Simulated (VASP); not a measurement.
A run of VASP 6.6.1:

File INCAR:

```
PREC = Accurate
ENCUT = 520
EDIFF = 1E-7
ISMEAR = 0
SIGMA = 0.1
LREAL = False
LASPH = True
NELM = 60
ALGO = Normal
ISIF = 2
LWAVE = False
LCHARG = False
GGA = PE
NBANDS = 46
```

KPOINTS

```
regular mesh
0
Gamma
  12 12 4
```

POSCAR

```
Si3IrRu
1.0
    3.7398575381      0.0000000000      0.0000000000
   -1.8699287690      3.2388116345      0.0000000000
    0.0000000000      0.0000000000     12.5947953747
Si Ru Ir
6 2 2
Direct
    0.6666666667      0.3333333333      0.4429874483
    0.6666666667      0.3333333333      0.0553395185
    0.0000000000      0.0000000000      0.2488262219
    0.3333333333      0.6666666667      0.5553395185
    0.3333333333      0.6666666667      0.9429874483
    0.0000000000      0.0000000000      0.7488262219
    0.3333333333      0.6666666667      0.3618213045
    0.6666666667      0.3333333333      0.8618213045
    0.3333333333      0.6666666667      0.1410255069
    0.6666666667      0.3333333333      0.6410255069
```

Potentials or basis: VASP PAW PBE potentials, release 64 (Si, Ru_pv, Ir).

Run with:

```sh
$ cat potpaw_PBE.64/Si/POTCAR potpaw_PBE.64/Ru_pv/POTCAR potpaw_PBE.64/Ir/POTCAR > POTCAR
$ mpirun -np 1 vasp_std > vasp.out
```

Hardware: 1 thread of Intel(R) Xeon(R) 6975P-C (Granite Rapids) (shared host).

**Question.** Estimate the wall time of this run.

**Answer.** Wall time 3.9 min on 1 thread of Intel(R) Xeon(R) 6975P-C (Granite Rapids), on a shared host, peak memory 0.48 GiB. Counts: scf iterations 16, k points 57.
